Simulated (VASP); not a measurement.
# MgS (Imm2) in VASP: notebook, part 2 of 3

VASP 6.6.1. The steps go on from the part before.

## Step 3: Single point, PBE (all Mg atoms moved +0.075 Å, as atom 1 along Cartesian [1 1 0])

INCAR reads:

```
SYSTEM = MgS
PREC = Accurate
ENCUT = 520
EDIFF = 1E-6
ISMEAR = 0
SIGMA = 0.05
LREAL = .False.
LASPH = .True.
NELM = 100
ALGO = Normal
ISIF = 2
LWAVE = .False.
LCHARG = .False.
GGA = PE
NBANDS = 11
```

KPOINTS reads:

```
regular mesh
0
Gamma
  8 8 8
  0 0 0
```

POSCAR reads:

```
MgS
1.0
    0.0000000000      2.6016500000      2.6016500000
    2.6016500000      0.0000000000      2.6016500000
    2.6016500000      2.6016500000      0.0000000000
Mg S
1 1
Direct
    0.0000000000      0.0000000000      0.0203843748
    0.5000000000      0.5000000000      0.5000000000
```

Potentials or basis: VASP PAW PBE potentials, release 64 (Mg, S).

Started as:

```
$ cat potpaw_PBE.64/Mg/POTCAR potpaw_PBE.64/S/POTCAR > POTCAR
$ mpirun -np 1 vasp_std > vasp.out
```

OUTCAR:

```text
SYSTEM = MgS
   PREC = Accurate
   ENCUT = 520
   EDIFF = 1E-6
   ISMEAR = 0
   LREAL = .False.
   LASPH = .True.
   NELM = 100
   ISIF = 2
   GGA = PE

 ion  position               nearest neighbor table
   1  0.000  0.000  0.020-   2 2.55   2 2.55   2 2.60   2 2.60   2 2.66   2 2.66
   2  0.500  0.500  0.500-   1 2.55   1 2.55   1 2.60   1 2.60   1 2.66   1 2.66

  LATTYP: Found a face centered cubic cell.
 ALAT       =     5.2033000000

  Lattice vectors:

 A1 = (   0.0000000000,   2.6016500000,   2.6016500000)
 A2 = (   2.6016500000,   0.0000000000,   2.6016500000)
 A3 = (   2.6016500000,   2.6016500000,   0.0000000000)

Analysis of symmetry for initial positions (statically):
=====================================================================
 Subroutine PRICEL returns:
 Original cell was already a primitive cell.

 Routine SETGRP: Setting up the symmetry group for a
 face centered cubic supercell.

 Subroutine GETGRP returns: Found  4 space group operations
 (whereof  4 operations were pure point group operations)
 out of a pool of 48 trial point group operations.

The static configuration has the point symmetry C_2v.

Analysis of symmetry for dynamics (positions and initial velocities):
=====================================================================
 Subroutine PRICEL returns:
 Original cell was already a primitive cell.

 Routine SETGRP: Setting up the symmetry group for a
 face centered cubic supercell.

 Subroutine GETGRP returns: Found  4 space group operations
 (whereof  4 operations were pure point group operations)
 out of a pool of 48 trial point group operations.

The dynamic configuration has the point symmetry C_2v.

 Subroutine INISYM returns: Found  4 space group operations
 (whereof  4 operations are pure point group operations),
 and found     1 'primitive' translations

----------------------------------------------------------------------------------------

                                     Primitive cell

  volume of cell :      35.2190

[... 117 lines left out ...]
   LEPSILON=     F    determine dielectric tensor
   LRPA    =     F    only Hartree local field effects (RPA)
 non-spin polarized calculation
 Gauss-broadening in eV      SIGMA  =   0.05
  energy-cutoff  :      520.00
  volume of cell :       35.22
 maximum number of plane-waves:       960
   NGX = 13   NGY = 13   NGZ = 13

 number of electron       8.0000000 magnetization

 Free energy of the ion-electron system (eV)
  ---------------------------------------------------
  ext. energy  EPLUGINS =         0.00000000
  ---------------------------------------------------
  free energy    TOTEN  =        -8.49399128 eV

  energy without entropy =       -8.49399128  energy(sigma->0) =       -8.49399128

 E-fermi :   3.9978     XC(G=0):  -9.6868

 val. band max:        3.7243098876   @ k =   0.0000   0.0000   0.0000
 cond. band min:       6.5010660968   @ k =   0.5000   0.5000   0.0000
 fundamental gap:      2.7767562093
 Fermi energy:         3.9977723323

 k-point     1 :       0.0000    0.0000    0.0000
  band No.  band energies     occupation
      1      -8.9434      2.00000
      2       3.7148      2.00000
      3       3.7243      2.00000
      4       3.7243      2.00000
      5       7.4331      0.00000
      6      11.6766      0.00000
      7      11.6773      0.00000
      8      11.6854      0.00000
      9      14.0821      0.00000
     10      14.0898      0.00000
     11      16.2518      0.00000
[... 309 lines left out ...]
 k-point    24 :      -0.3750    0.1250    0.0000
  band No.  band energies     occupation
      1      -7.6764      2.00000
      2      -0.6804      2.00000
      3       2.3705      2.00000
      4       3.1174      2.00000
      5       9.0684      0.00000
      6      10.1962      0.00000
      7      11.0734      0.00000
      8      13.5740      0.00000
      9      15.7236      0.00000
     10      16.1889      0.00000
     11      18.4773      0.00000

 [... further k-points ...]

------------------------ aborting loop because EDIFF is reached ----------------------------------------

  FORCE on cell =-STRESS in cart. coord.  units (eV):
  Direction    XX          YY          ZZ          XY          YZ          ZX
  --------------------------------------------------------------------------------------
  -------------------------------------------------------------------------------------
  Total        0.2559757      0.2559757      0.1791788     -0.0092107      0.0000000      0.0000000
  in kB       11.6448175     11.6448175      8.1511840     -0.4190137      0.0000000      0.0000000
  external PRESSURE =      10.4802730 kB  Pullay stress =       0.0000000 kB

 VOLUME and BASIS-vectors are now :
 -----------------------------------------------------------------------------
  energy-cutoff  :      520.00
  volume of cell :       35.22
      direct lattice vectors                 reciprocal lattice vectors
     0.000000000  2.601650000  2.601650000    -0.192185728  0.192185728  0.192185728
     2.601650000  0.000000000  2.601650000     0.192185728 -0.192185728  0.192185728
     2.601650000  2.601650000  0.000000000     0.192185728  0.192185728 -0.192185728

 POSITION                                       TOTAL-FORCE (eV/Angst)
 -----------------------------------------------------------------------------------
      0.05303      0.05303      0.00000        -0.149413     -0.149413     -0.000000
      2.60165      2.60165      2.60165         0.149413      0.149413      0.000000
 -----------------------------------------------------------------------------------
    total drift:                               -0.000107     -0.000107     -0.000000

  FREE ENERGIE OF THE ION-ELECTRON SYSTEM (eV)
  ---------------------------------------------------
  free  energy   TOTEN  =        -8.4939912830 eV

  energy  without entropy=       -8.4939912830  energy(sigma->0) =       -8.49399128
```

OSZICAR:

```text
N       E                     dE             d eps       ncg     rms          rms(c)
DAV:   1     0.218180054991E+02    0.21818E+02   -0.36469E+03  2210   0.596E+02
DAV:   2    -0.747518404327E+01   -0.29293E+02   -0.27731E+02  2628   0.100E+02
DAV:   3    -0.889257173803E+01   -0.14174E+01   -0.14136E+01  2554   0.230E+01
DAV:   4    -0.890176791096E+01   -0.91962E-02   -0.91953E-02  2465   0.221E+00
DAV:   5    -0.890184591674E+01   -0.78006E-04   -0.78005E-04  2652   0.202E-01    0.442E+00
DAV:   6    -0.853453052135E+01    0.36732E+00   -0.79206E-01  2383   0.351E+00    0.345E+00
DAV:   7    -0.849419388666E+01    0.40337E-01   -0.22106E-01  2532   0.203E+00    0.229E+00
DAV:   8    -0.849429499971E+01   -0.10111E-03   -0.15231E-02  2309   0.746E-01    0.102E+00
DAV:   9    -0.849397747990E+01    0.31752E-03   -0.88531E-04  2426   0.171E-01    0.343E-01
DAV:  10    -0.849399599874E+01   -0.18519E-04   -0.24290E-04  2469   0.720E-02    0.541E-02
DAV:  11    -0.849399128391E+01    0.47148E-05   -0.24116E-05  2507   0.213E-02    0.163E-02
DAV:  12    -0.849399128297E+01    0.93280E-09   -0.75002E-07  1567   0.549E-03
   1 F= -.84939913E+01 E0= -.84939913E+01  d E =-.118711E-16
```

Run time: 43 s. Hardware: 1 thread of Intel Xeon 8259CL, shared host; peak memory 0.18 GiB.

What came out:

```
Free energy            : -8.4940 eV
Pressure               : 1.0 GPa
Largest force          : 0.211 eV/Å
Band gap on the k mesh : 2.78 eV, indirect (least direct gap 3.71 eV)
```

Forces on the atoms (eV/Å):
```
Mg  -0.149 -0.149  0.000
S    0.149  0.149  0.000
```

Stress tensor (GPa, compression positive):
```
 1.16 -0.04  0.00
-0.04  1.16  0.00
 0.00  0.00  0.82
```

Levels at points of the mesh, in eV from the valence-band top:
```csv
k point,band 1,band 2,band 3,band 4,band 5,band 6,band 7,band 8,band 9
"(0.00, 0.00, 0.00)",-12.67,-0.01,0.00,0.00,3.71,7.95,7.95,7.96,10.36
"(0.50, 0.00, 0.00)",-11.36,-4.83,-0.59,-0.59,4.55,6.91,6.92,10.10,12.15
"(0.00, 0.00, 0.50)",-11.36,-4.83,-0.60,-0.59,4.55,6.91,6.91,10.10,12.16
"(0.50, 0.50, 0.00)",-10.99,-4.19,-1.69,-1.68,2.78,4.39,12.01,12.82,13.38
"(0.00, 0.50, 0.50)",-10.99,-4.19,-1.68,-1.68,2.78,4.40,12.00,12.82,13.38
```

Caveat: the cell differs from its parent crystal (all Mg atoms moved +0.075 Å, as atom 1 along Cartesian [1 1 0]). A k mesh can miss the band edges.

## Step 4: Single point, PBE (all Mg atoms moved -0.050 Å, as atom 1 along Cartesian [1 1 0])

INCAR reads:

```
SYSTEM = MgS
ALGO = Normal ; EDIFF = 1E-6
ENCUT = 520 ; GGA = PE
ISIF = 2 ; ISMEAR = 0
LASPH = .TRUE. ; LCHARG = .FALSE.
LREAL = .FALSE. ; LWAVE = .FALSE.
NBANDS = 11 ; NELM = 60
PREC = Accurate ; SIGMA = 0.05
```

KPOINTS reads:

```
k-points
0
G
  8 8 8
  0 0 0
```

POSCAR, as its differences from that of step 3:

```diff
@@ -8,3 +8,3 @@
 Direct
-    0.0000000000      0.0000000000      0.0203843748
+    0.0000000000      0.0000000000     -0.0135895832
     0.5000000000      0.5000000000      0.5000000000
```

Potentials or basis: VASP PAW PBE potentials, release 64 (Mg, S).

Started as:

```
$ cat potpaw_PBE.64/Mg/POTCAR potpaw_PBE.64/S/POTCAR > POTCAR
$ mpirun -np 1 vasp_std > vasp.out
```

OUTCAR:

```text
SYSTEM = MgS
   EDIFF = 1E-6
   ENCUT = 520
   GGA = PE
   ISIF = 2
   ISMEAR = 0
   LASPH = .TRUE.
   LREAL = .FALSE.
   NELM = 60
   PREC = Accurate

 ion  position               nearest neighbor table
   1  0.000  0.000  0.986-   2 2.57   2 2.57   2 2.60   2 2.60   2 2.64   2 2.64
   2  0.500  0.500  0.500-   1 2.57   1 2.57   1 2.60   1 2.60   1 2.64   1 2.64

  LATTYP: Found a face centered cubic cell.
 ALAT       =     5.2033000000

  Lattice vectors:

[... 524 lines left out ...]

  FORCE on cell =-STRESS in cart. coord.  units (eV):
  Direction    XX          YY          ZZ          XY          YZ          ZX
  --------------------------------------------------------------------------------------
  -------------------------------------------------------------------------------------
  Total        0.2189555      0.2189555      0.1848031     -0.0040409      0.0000000      0.0000000
  in kB        9.9606989      9.9606989      8.4070423     -0.1838278      0.0000000      0.0000000
  external PRESSURE =       9.4428134 kB  Pullay stress =       0.0000000 kB

 VOLUME and BASIS-vectors are now :
 -----------------------------------------------------------------------------
  energy-cutoff  :      520.00
  volume of cell :       35.22
      direct lattice vectors                 reciprocal lattice vectors
     0.000000000  2.601650000  2.601650000    -0.192185728  0.192185728  0.192185728
     2.601650000  0.000000000  2.601650000     0.192185728 -0.192185728  0.192185728
     2.601650000  2.601650000  0.000000000     0.192185728  0.192185728 -0.192185728

 POSITION                                       TOTAL-FORCE (eV/Angst)
 -----------------------------------------------------------------------------------
      2.56629      2.56629      0.00000         0.099121      0.099121     -0.000000
      2.60165      2.60165      2.60165        -0.099121     -0.099121      0.000000
 -----------------------------------------------------------------------------------
    total drift:                                0.000057      0.000057      0.000000

  FREE ENERGIE OF THE ION-ELECTRON SYSTEM (eV)
  ---------------------------------------------------
  free  energy   TOTEN  =        -8.4983819610 eV

  energy  without entropy=       -8.4983819610  energy(sigma->0) =       -8.49838196
```

OSZICAR:

```text
N       E                     dE             d eps       ncg     rms          rms(c)
DAV:   1     0.218232391804E+02    0.21823E+02   -0.36571E+03  2210   0.597E+02
DAV:   2    -0.749346143242E+01   -0.29317E+02   -0.27772E+02  2640   0.100E+02
DAV:   3    -0.889592415507E+01   -0.14025E+01   -0.13993E+01  2551   0.229E+01
DAV:   4    -0.890487512191E+01   -0.89510E-02   -0.89503E-02  2464   0.219E+00
DAV:   5    -0.890495422527E+01   -0.79103E-04   -0.79103E-04  2670   0.206E-01    0.442E+00
DAV:   6    -0.853876409961E+01    0.36619E+00   -0.78980E-01  2392   0.350E+00    0.345E+00
DAV:   7    -0.849858060316E+01    0.40183E-01   -0.21989E-01  2523   0.203E+00    0.228E+00
DAV:   8    -0.849867907642E+01   -0.98473E-04   -0.15149E-02  2306   0.744E-01    0.102E+00
DAV:   9    -0.849836924340E+01    0.30983E-03   -0.85324E-04  2420   0.168E-01    0.350E-01
DAV:  10    -0.849838589945E+01   -0.16656E-04   -0.23908E-04  2481   0.712E-02    0.482E-02
DAV:  11    -0.849838201947E+01    0.38800E-05   -0.22428E-05  2486   0.207E-02    0.184E-02
DAV:  12    -0.849838196097E+01    0.58501E-07   -0.71421E-07  1566   0.533E-03
   1 F= -.84983820E+01 E0= -.84983820E+01  d E =-.876805E-17
```

stdout:

```text
POSCAR found type information on POSCAR MgS
 POSCAR found :  2 types and       2 ions
 scaLAPACK will be used
 LDA part: xc-table for (Slater+PW92), standard interpolation
 POSCAR, INCAR and KPOINTS ok, starting setup
 FFT: planning ... GRIDC
 FFT: planning ... GRID_SOFT
 FFT: planning ... GRID
 WAVECAR not read
 entering main loop
```

Wall time 46 s (1 thread of Intel Xeon 8259CL, shared host); peak memory 0.18 GiB.

Results:

| Item | Value |
| --- | --- |
| Free energy | -8.4984 eV |
| Pressure | 0.9 GPa |
| Largest force | 0.140 eV/Å |
| Band gap on the k mesh | 2.78 eV, indirect (least direct gap 3.71 eV) |

Forces in eV/Å, atoms in the order of the input:
```
Mg   0.099  0.099  0.000
S   -0.099 -0.099  0.000
```

Levels at points of the mesh, in eV from the valence-band top:
| k point | band 2 | band 3 | band 4 | band 5 | band 6 | band 7 |
| --- | --- | --- | --- | --- | --- | --- |
| (0.00, 0.00, 0.00) | 0.00 | 0.00 | 0.00 | 3.71 | 7.95 | 7.95 |
| (0.50, 0.00, 0.00) | -4.83 | -0.59 | -0.59 | 4.55 | 6.91 | 6.91 |
| (0.00, 0.00, 0.50) | -4.83 | -0.59 | -0.59 | 4.55 | 6.91 | 6.91 |
| (0.50, 0.50, 0.00) | -4.19 | -1.68 | -1.68 | 2.78 | 4.39 | 12.00 |
| (0.00, 0.50, 0.50) | -4.19 | -1.68 | -1.68 | 2.78 | 4.40 | 12.00 |

Caveat: the cell differs from its parent crystal (all Mg atoms moved -0.050 Å, as atom 1 along Cartesian [1 1 0]).

(Continued in part 3 of 3.)
